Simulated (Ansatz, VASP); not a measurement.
One calculation of BaZrO3, two programs

Contents of INCAR:

```
PREC = Accurate
ENCUT = 520
EDIFF = 1E-6
ISMEAR = -1
SIGMA = 0.02
LREAL = F
LASPH = T
NELM = 100
ALGO = Normal
ISIF = 2
LWAVE = F
LCHARG = F
GGA = PE
NBANDS = 28
```

File KPOINTS:

```
regular mesh
0
Gamma
  6 6 6
```

The input POSCAR:

```
BaZrO3
1.0
    4.4009070000      0.0000000000      0.0000000000
    0.0000000000      4.4009070000      0.0000000000
    0.0000000000      0.0000000000      4.1913400000
Ba Zr O
1 1 3
Direct
    0.0000000000      0.0000000000      0.0000000000
    0.5000000000      0.5000000000      0.5000000000
    0.0000000000      0.5000000000      0.5000000000
    0.5000000000      0.0000000000      0.5000000000
    0.5000000000      0.5000000000      0.0000000000
```

Input for Ansatz:

```yaml
crystal:
  lattice:
    - [4.400907, 0.0, 0.0]
    - [0.0, 4.400907, 0.0]
    - [0.0, 0.0, 4.19134]
  atoms:
    - { symbol: Ba, position: [0.0, 0.0, 0.0] }
    - { symbol: Zr, position: [0.5, 0.5, 0.5] }
    - { symbol: O, position: [0.0, 0.5, 0.5] }
    - { symbol: O, position: [0.5, 0.0, 0.5] }
    - { symbol: O, position: [0.5, 0.5, 0.0] }
basis:
  ecutwfc: 520.0
kpoints:
  mp_grid:
    grid: [6, 6, 6]
hamiltonian:
  xc: pbe
  pseudopotentials:
    kind: paw
scf:
  occupations:
    method: fermi_dirac
    width: 0.02
output:
  stress: true
```

Alike in both runs: task single point; functional PBE; k mesh 6 × 6 × 6; occupations fermi-dirac, width 0.02 eV; no spin polarisation.

```csv
,VASP,Ansatz
version,VASP 6.6.1,Ansatz 0.2.0
potentials or method,"VASP PAW PBE potentials, release 64 (Ba_sv, Zr_sv, O), cutoff 520 eV","plane waves, PAW"
valence electrons in the cell,40,40
```

Ansatz gave:

```
pressure (GPa)                                                : -8.7
traceless stress, the component that is largest in VASP (GPa) : 5.43
```

Task: What did VASP give for the same quantities?

Result: Pressure (GPa): -8.0; traceless stress, the component that is largest in VASP (GPa): 5.54.

With one functional, cell and mesh, what is left measures potentials, basis and numerics.

Spin-orbit coupling is off throughout.
